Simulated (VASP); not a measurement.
Set up this calculation in VASP 6.6.1, as the native input.

| Quantity | Value |
| --- | --- |
| Task | relaxation of cell and atoms |
| Functional | PBEsol |
| Potentials or basis | VASP PAW PBE potentials, release 64 (W_sv) |
| Cutoff | 600 eV |
| k mesh | 12 × 12 × 12 |
| Occupations | fermi-dirac, width 0.1 eV |
| Spin | no spin polarisation |
| Dipole correction | no |
| Further INCAR settings | ALGO = Normal; EDIFF = 1e-06; IBRION = 2; EDIFFG = -0.01; NSW = 80; ISIF = 3 |

The structure of W lies in POSCAR:

```
W
1.0
    2.5770789429      0.0000000000      0.0000000000
    0.0000000000      2.5770789429      0.0000000000
    0.0000000000      0.0000000000      2.5770789429
W
1
Direct
    0.0000000000      0.0000000000      0.0000000000
```

One way to write it, as run:

INCAR

```
PREC = Accurate ; ENCUT = 600
EDIFF = 1E-6 ; ISMEAR = -1
SIGMA = 0.1 ; LREAL = False
LASPH = True ; NELM = 100
ALGO = Normal ; ISIF = 3
LWAVE = False ; LCHARG = False
GGA = PS ; IBRION = 2
NSW = 80 ; EDIFFG = -0.01
```

KPOINTS

```
Automatic mesh
0
Gamma
  12 12 12
```

Potentials or basis: VASP PAW PBE potentials, release 64 (W_sv).

Run with:

```sh
$ cat potpaw_PBE.64/W_sv/POTCAR > POTCAR
$ mpirun -np 1 vasp_std > vasp.out
```

It gave:

| Quantity | Value |
| --- | --- |
| Relaxed volume | 17.84 Å³/atom |
| Relaxed cell | a = 2.613 Å, b = 2.613 Å, c = 2.613 Å, α = 90.00°, β = 90.00°, γ = 90.00° |
| Space group after relaxing (to 0.05 Å) | Pm-3m (No. 221) |
| Energy gained by relaxing | 22.9 meV/atom |
| Ionic steps | 4 |
| Pressure after relaxing | -0.1 GPa |
| Band gap on the k mesh | zero (band 7 reaches 11.35 eV, above the bottom of band 8 at 8.76 eV) |

Caveat: the PAW data sets were made with another functional, which shifts forces and pressure a little; spin-orbit coupling is left out, which moves the levels of the heavy elements.

Wall time 20 s on 1 thread of Intel Xeon 6975P-C, on a shared host, peak memory 0.16 GiB.
